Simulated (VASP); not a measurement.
Input of a VASP 6.6.1 run:

Contents of INCAR:

```
PREC = Accurate ; ENCUT = 520
EDIFF = 1E-7 ; ISMEAR = 0
SIGMA = 0.1 ; LREAL = F
LASPH = T ; NELM = 150
ALGO = Normal ; ISIF = 2
LWAVE = F ; LCHARG = F
ISPIN = 2 ; MAGMOM = 0 0 0 0 0 1 1 1
LORBIT = 11 ; GGA = PE
NBANDS = 30
```

The input KPOINTS:

```
Automatic mesh
0
Gamma
  6 6 2
```

File POSCAR:

```
Al5O3
1.0
    3.1500751400      0.0000000000      0.0000000000
    0.0000000000      3.1500751400      0.0000000000
    0.0000000000      0.0000000000     11.0402264000
Al O
5 3
Direct
    0.0000000000      0.0000000000      0.2500000000
    0.0000000000      0.0000000000      0.7500000000
    0.0000000000      0.0000000000      0.0000000000
    0.5000000000      0.5000000000      0.3750000000
    0.5000000000      0.5000000000      0.6250000000
    0.5000000000      0.5000000000      0.1250000000
    0.5000000000      0.5000000000      0.8750000000
    0.0000000000      0.0000000000      0.5000000000
```

Potentials or basis: VASP PAW PBE potentials, release 64 (Al, O).

The run is started by

```bash
$ cat potpaw_PBE.64/Al/POTCAR potpaw_PBE.64/O/POTCAR > POTCAR
$ mpirun -np 1 vasp_std > vasp.out
```

Task: Estimate the largest force.

Result: 1.218 eV/Å.

Task: Predict the net moment.

Result: 0.00 μB per cell.

Stress tensor (GPa, compression positive):
```
-16.10   0.00   0.00
  0.00 -16.10   0.00
  0.00   0.00   2.05
```

Caveat: forces of over 1 eV/Å act on the atoms, so gaps and moduli don't describe the material at rest.
